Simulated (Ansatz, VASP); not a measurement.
## ScOs3 in VASP and in Ansatz

File INCAR:

```
SYSTEM = ScOs3
PREC = Accurate
ENCUT = 600
EDIFF = 1E-6
ISMEAR = 0
SIGMA = 0.1
LREAL = .False.
LASPH = .True.
NELM = 60
ALGO = Fast
ISIF = 3
LWAVE = .False.
LCHARG = .False.
GGA = PE
IBRION = 2
NSW = 100
EDIFFG = -0.01
```

KPOINTS

```
Automatic mesh
0
Gamma
  12 12 12
  0 0 0
```

Contents of POSCAR:

```
ScOs3
1.0
    3.9489373549      0.0000000000      0.0000000000
    0.0000000000      3.9489373549      0.0000000000
    0.0000000000      0.0000000000      3.9489373549
Sc Os
1 3
Direct
    0.0000000000      0.0000000000      0.0000000000
    0.5000000000      0.5000000000      0.0000000000
    0.5000000000      0.0000000000      0.5000000000
    0.0000000000      0.5000000000      0.5000000000
```

Input for Ansatz:

```yaml
crystal:
  lattice:
    - [3.9489373549, 0.0, 0.0]
    - [0.0, 3.9489373549, 0.0]
    - [0.0, 0.0, 3.9489373549]
  atoms:
    - { symbol: Sc, position: [0.0, 0.0, 0.0] }
    - { symbol: Os, position: [0.5, 0.5, 0.0] }
    - { symbol: Os, position: [0.5, 0.0, 0.5] }
    - { symbol: Os, position: [0.0, 0.5, 0.5] }
basis:
  ecutwfc: 420
kpoints:
  mp_grid: { grid: [12, 12, 12] }
hamiltonian:
  xc: pbe
scf:
  occupations: { method: gaussian, width: 0.1 }
output:
  forces: true
  stress: true
  eigenvalues: true
relax:
  adjacent_minimum: "off"
  f_tol: 0.01
  max_steps: 80
  cell: { stress_tol: 0.05 }
```

Change from the starting cell: species swapped into the EuBi3 type (Pm-3m, No. 221).

Alike in both runs: task relaxation of cell and atoms; functional PBE; k mesh 12 × 12 × 12; occupations gaussian, width 0.1 eV; no spin polarisation.

|  | VASP | Ansatz |
| --- | --- | --- |
| version | VASP 6.6.1 | Ansatz 0.2.0 |
| potentials or method | VASP PAW PBE potentials, release 64 (Sc_sv, Os), cutoff 600 eV | scalar-relativistic, plane waves, PAW |
| valence electrons in the cell | 35 | 59 |

Ansatz gave:

```
gap on the k mesh at the Fermi level, each at its own relaxed structure (eV)  : none
relaxed volume (Å³/atom)                                                      : 15.39
relaxed length of the cell vector where the two differ most in proportion (Å) : 3.948
```

**Question.** Estimate VASP's values.

**Answer.** gap on the k mesh at the Fermi level, each at its own relaxed structure (eV): none; relaxed volume (Å³/atom): 15.40; relaxed length of the cell vector where the two differ most in proportion (Å): 3.950.

A gap of «none» marks a metal or a gap that the smearing closes. VASP's potentials hold 35 valence electrons a cell and Ansatz's 59, so a difference there can come from the potentials and not from the codes.

Spin-orbit coupling is off throughout.
